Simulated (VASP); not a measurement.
Input of a VASP 6.6.1 run:

File INCAR:

```
SYSTEM = Ba
ALGO = Fast
EDIFF = 1E-6
ENCUT = 520
GGA = PE
ISIF = 2
ISMEAR = 0
LASPH = .True.
LCHARG = .False.
LREAL = .False.
LWAVE = .False.
NBANDS = 11
NELM = 80
PREC = Accurate
SIGMA = 0.15
```

KPOINTS

```
k-points
0
Gamma
  18 18 18
  0 0 0
```

File POSCAR:

```
Ba
1.0
   -2.3812767266      2.5117576431      2.5117576431
    2.5117576431     -2.3812767266      2.5117576431
    2.5117576431      2.5117576431     -2.3812767266
Ba
1
Direct
    0.0000000000      0.0000000000      0.0000000000
```

Potentials or basis: VASP PAW PBE potentials, release 64 (Ba_sv).

The run is started by

```console
$ cat potpaw_PBE.64/Ba_sv/POTCAR > POTCAR
$ mpirun -np 1 vasp_std > vasp.out
```

Q: Predict the pressure.

A: 0.1 GPa.

Q: What does it give for the band gap on the k mesh?

A: Zero (bands 5 and 6 overlap by 0.88 eV).

Stress tensor (GPa, compression positive):
```
 0.07 -0.46 -0.46
-0.46  0.07 -0.46
-0.46 -0.46  0.07
```

Caveat: spin-orbit coupling is left out, which moves the levels of the heavy elements.
